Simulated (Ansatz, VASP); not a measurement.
## SnTe in VASP and in Ansatz

```
Sn Te
1.0
     0.00000    3.18778    3.18778
     3.18778    0.00000    3.18778
     3.18778    3.18778    0.00000
Sn Te
1 1
Direct
  0.00000 0.00000 0.00000
  0.50000 0.50000 0.50000
```

Alike in both runs: task single point; functional PBE; k mesh 10 × 10 × 10; occupations gaussian, width 0.05 eV; no spin polarisation.

|  | VASP | Ansatz |
| --- | --- | --- |
| version | VASP 6.6.1 | Ansatz 0.2.0 |
| potentials or method | VASP PAW PBE potentials, release 64 (Sn_d, Te), cutoff 520 eV | scalar-relativistic, plane waves, PAW |
| valence electrons in the cell | 20 | 30 |

Ansatz gave:

| Property | Result |
| --- | --- |
| gap on the k mesh at the Fermi level (eV) | 0.01 |
| least direct gap on the mesh (eV) | 0.01 |
| pressure (GPa) | 0.7 |

Estimate VASP's values.

gap on the k mesh at the Fermi level (eV): 0.01; least direct gap on the mesh (eV): 0.01; pressure (GPa): 0.6.

VASP's potentials hold 20 valence electrons a cell and Ansatz's 30, so a difference there can come from the potentials and not from the codes.

Neither program's run includes spin-orbit coupling.
